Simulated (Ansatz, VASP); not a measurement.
**Ti: VASP beside Ansatz**

```
Ti
1.0
     4.50263    0.00000    0.00000
    -2.25131    3.89939    0.00000
     0.00000    0.00000    2.78447
Ti
3
Cartesian
  0.0000 -0.0740 0.0000
  0.0000 2.6366 1.3922
  2.2513 1.3368 1.3922
```

Change from the starting cell: mode 6 frozen in at -0.075 Å, equal normal strain along x, y and z -0.0167.

Alike in both runs: task single point; functional PBE; k mesh 12 × 12 × 14; occupations gaussian, width 0.15 eV; no spin polarisation.

```csv
,VASP,Ansatz
version,VASP 6.6.1,Ansatz 0.2.0
potentials or method,"VASP PAW PBE potentials, release 64 (Ti_sv), cutoff 500 eV","scalar-relativistic, plane waves, PAW"
valence electrons in the cell,36,36
```

|  | VASP | Ansatz | Ansatz less VASP |
| --- | --- | --- | --- |
| gap on the k mesh at the Fermi level (eV) | none | none | - |
| pressure (GPa) | 6.2 | 6.6 | +0.33 |
| traceless stress, the component that is largest in VASP (GPa) | 0.29 | 0.29 | +0.004 |
| rms of the force components (eV/Å) | 0.182 | 0.184 | +0.0019 |

Atom by atom the forces differ by 0.002 eV/Å (rms over components). A gap of «none» marks a metal or a gap that the smearing closes.
